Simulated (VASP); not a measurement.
Here is a VASP 6.6.1 calculation.

INCAR

```
SYSTEM = PtSe2
ALGO = Normal
EDIFF = 1E-6
ENCUT = 520
GGA = PE
ISIF = 2
ISMEAR = -1
LASPH = .True.
LCHARG = .True.
LELF = .True.
LREAL = .False.
LVHAR = .True.
LWAVE = .False.
NBANDS = 56
NELM = 100
PREC = Accurate
SIGMA = 0.112
```

The input KPOINTS:

```
k-points
0
Gamma
  3 3 4
  0 0 0
```

Contents of POSCAR:

```
PtSe2
1.0
    7.4573199301      0.0000000000      0.0000000000
   -3.7286599650      6.4582285036      0.0000000000
    0.0000000000      0.0000000000      5.2770333951
Pt Se
4 8
Direct
   -0.0025890048     -0.0027876065     -0.0106163816
    0.0014417664      0.5118604890     -0.0058972528
    0.5155685041      0.0065705325      0.0073833150
    0.4988941172      0.4886570672      0.0074873508
    0.1479138933      0.3382727940      0.2256910106
    0.3201226737      0.1657019412      0.7601371262
    0.1605349583      0.8378483352      0.2380416999
    0.3082171898      0.6684367079      0.7682854544
    0.6837302777      0.3455398022      0.2752036781
    0.8244307200      0.1373540747      0.7441048229
    0.6873574058      0.8406639680      0.2149633923
    0.8347993121      0.6555587183      0.7776314252
```

Potentials or basis: VASP PAW PBE potentials, release 64 (Pt, Se).

The run is started by

```bash
$ cat potpaw_PBE.64/Pt/POTCAR potpaw_PBE.64/Se/POTCAR > POTCAR
$ mpirun -np 1 vasp_std > vasp.out
```

**Question.** Predict the largest force.

**Answer.** 3.047 eV/Å.

**Question.** Predict the band gap on the k mesh.

**Answer.** Zero (bands 44 and 45 overlap by 0.06 eV).

Forces in eV/Å, atoms in the order of the input:
```
Pt   1.027  0.496  0.017
Pt  -0.194 -2.263  1.400
Pt  -1.819 -0.255 -0.036
Pt  -0.936  1.038 -0.031
Se   1.311 -0.396  1.187
Se   1.514  0.089 -0.651
Se   0.839  0.493  1.067
Se   2.551  0.735 -1.496
Se  -0.300 -0.703 -0.604
Se  -0.743  1.607 -0.846
Se  -1.516 -1.334  2.154
Se  -1.733  0.493 -2.161
```

Caveat: the atoms stand as in a frame of molecular dynamics; spin-orbit coupling is left out, which moves the levels of the heavy elements; forces of over 1 eV/Å act on the atoms, so gaps and moduli don't describe the material at rest.
